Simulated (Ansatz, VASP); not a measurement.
HfTi3N4: VASP beside Ansatz

```
CELL_PARAMETERS angstrom
4.34186 0.00000 0.00000
0.00000 4.34186 0.00000
0.00000 0.00000 4.34186
ATOMIC_POSITIONS crystal
Hf 0.00000 0.00000 0.00000
Ti 0.50000 0.00000 0.50000
Ti 0.00000 0.50000 0.50000
Ti 0.50000 0.50000 0.00000
N 0.50000 0.50000 0.50000
N 0.00000 0.50000 0.00000
N 0.50000 0.00000 0.00000
N 0.00000 0.00000 0.50000
```

Alike in both runs: task single point; functional PBE; k mesh 4 × 4 × 4; occupations gaussian, width 0.1 eV; no spin polarisation.

```csv
,VASP,Ansatz
version,VASP 6.6.1,Ansatz 0.2.0
potentials or method,"VASP PAW PBE potentials, release 64 (Hf_pv, Ti_sv, N), cutoff 520 eV","scalar-relativistic, plane waves, PAW"
valence electrons in the cell,66,82
```

```tsv
	VASP	Ansatz	Ansatz less VASP
gap on the k mesh at the Fermi level (eV)	none	none	-
pressure (GPa)	-0.5	-0.1	+0.38
```

A gap of «none» marks a metal or a gap that the smearing closes. The functional is the same, so the differences come from potentials, cutoffs and numerics. VASP's potentials hold 66 valence electrons a cell and Ansatz's 82, so a difference there can come from the potentials and not from the codes.

The k mesh is coarse, so the values compare programs but aren't converged. Spin-orbit coupling is off throughout.
